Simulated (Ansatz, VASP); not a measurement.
## CoO: VASP beside Ansatz

```
CELL_PARAMETERS angstrom
3.15443 0.00000 0.00000
-1.57721 2.73182 0.00000
0.00000 0.00000 5.15804
ATOMIC_POSITIONS crystal
Co 0.33333 0.66667 0.50336
Co 0.00000 0.00000 0.00347
O 0.33333 0.66667 0.87156
O 0.00000 0.00000 0.37161
```

Change from the starting cell: volume scaled by 0.96.

Alike in both runs: task single point; functional LDA; k mesh 10 × 10 × 5; occupations fermi-dirac, width 0.05 eV; collinear spin.

|  | VASP | Ansatz |
| --- | --- | --- |
| version | VASP 6.6.1 | Ansatz 0.2.0 |
| potentials or method | VASP PAW LDA potentials, release 64 (Co, O), cutoff 520 eV | all-electron LAPW, scalar-relativistic |

|  | VASP | Ansatz | Ansatz less VASP |
| --- | --- | --- | --- |
| gap on the k mesh at the Fermi level (eV) | none | none | - |
| pressure (GPa) | -14.4 | -14.0 | +0.35 |
| traceless stress, the component that is largest in VASP (GPa) | 4.31 | 2.45 | -1.856 |
| rms of the force components (eV/Å) | 0.117 | 0.008 | -0.1097 |
| net moment per atom (μB) | 1.13 | 0.00 | -1.125 |
| size of the moment on the site where the two differ most (μB) | 0.23 | 0.13 | -0.093 |

The net moments are unlike, so the other rows may belong to different states. LDA's correlation is that of Perdew and Zunger in VASP and of Perdew and Wang (1992) in Ansatz. Site moments also hang on the region over which each program counts them. Atom by atom the forces differ by 0.125 eV/Å (rms over components). A gap of «none» marks a metal or a gap that the smearing closes. Ansatz ran all-electron here, and VASP with PAW potentials.
